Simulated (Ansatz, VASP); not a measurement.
## One calculation of ScNbTe3, two programs

Contents of INCAR:

```
PREC = Accurate ; ENCUT = 600
EDIFF = 1E-6 ; ISMEAR = 0
SIGMA = 0.1 ; LREAL = False
LASPH = True ; NELM = 100
ALGO = Normal ; ISIF = 3
LWAVE = False ; LCHARG = False
GGA = PE ; IBRION = 2
NSW = 90 ; EDIFFG = -0.04
```

The input KPOINTS:

```
Automatic mesh
0
Gamma
  3 3 3
```

File POSCAR:

```
ScNbTe3
1.0
    3.5560328100      2.0530765000      3.0849777000
   -3.5560328100      2.0530765000      3.0849777000
    0.0000000000     -4.1061530000      3.0849777000
Sc Nb Te
1 1 3
Direct
    0.0000000000      0.0000000000      0.0000000000
    0.5000000000      0.5000000000      0.5000000000
    0.0000000000      0.5316793500      0.4683206500
    0.4683206500      0.0000000000      0.5316793500
    0.5316793500      0.4683206500      0.0000000000
```

Input for Ansatz:

```yaml
crystal:
  lattice:
    - [3.55603281, 2.0530765, 3.0849777]
    - [-3.55603281, 2.0530765, 3.0849777]
    - [0.0, -4.106153, 3.0849777]
  atoms:
    - { symbol: Sc, position: [0.0, 0.0, 0.0] }
    - { symbol: Nb, position: [0.5, 0.5, 0.5] }
    - { symbol: Te, position: [0.0, 0.53167935, 0.46832065] }
    - { symbol: Te, position: [0.46832065, 0.0, 0.53167935] }
    - { symbol: Te, position: [0.53167935, 0.46832065, 0.0] }
basis:
  ecutwfc: 420
kpoints:
  mp_grid: { grid: [3, 3, 3] }
hamiltonian:
  xc: pbe
scf:
  occupations: { method: gaussian, width: 0.1 }
  lower_state_search: "off"
output:
  forces: true
  stress: true
  eigenvalues: true
relax:
  adjacent_minimum: "off"
  f_tol: 0.04
  max_steps: 70
  cell: { stress_tol: 0.4 }
```

Alike in both runs: task relaxation of cell and atoms; functional PBE; k mesh 3 × 3 × 3; occupations gaussian, width 0.1 eV; no spin polarisation.

|  | VASP | Ansatz |
| --- | --- | --- |
| version | VASP 6.6.1 | Ansatz 0.2.0 |
| potentials or method | VASP PAW PBE potentials, release 64 (Sc_sv, Nb_sv, Te), cutoff 600 eV | scalar-relativistic, plane waves, PAW |
| valence electrons in the cell | 42 | 72 |

VASP gave:

| Property | Result |
| --- | --- |
| gap on the k mesh at the Fermi level, each at its own relaxed structure (eV) | none |
| relaxed volume (Å³/atom) | 31.36 |
| relaxed cell length with the largest relative difference (Å) | 5.435 |

Question: What did Ansatz give for the same quantities?

Answer: gap on the k mesh at the Fermi level, each at its own relaxed structure (eV): none; relaxed volume (Å³/atom): 31.40; relaxed cell length with the largest relative difference (Å): 5.437.

A gap of «none» marks a metal or a gap that the smearing closes. VASP's potentials hold 42 valence electrons a cell and Ansatz's 72, so a difference there can come from the potentials and not from the codes.

The k mesh is coarse, so the values compare programs but aren't converged. Neither program's run includes spin-orbit coupling. Noted on VASP's run: the volume moved by over 15 % at a fixed basis, so the end points are rough.
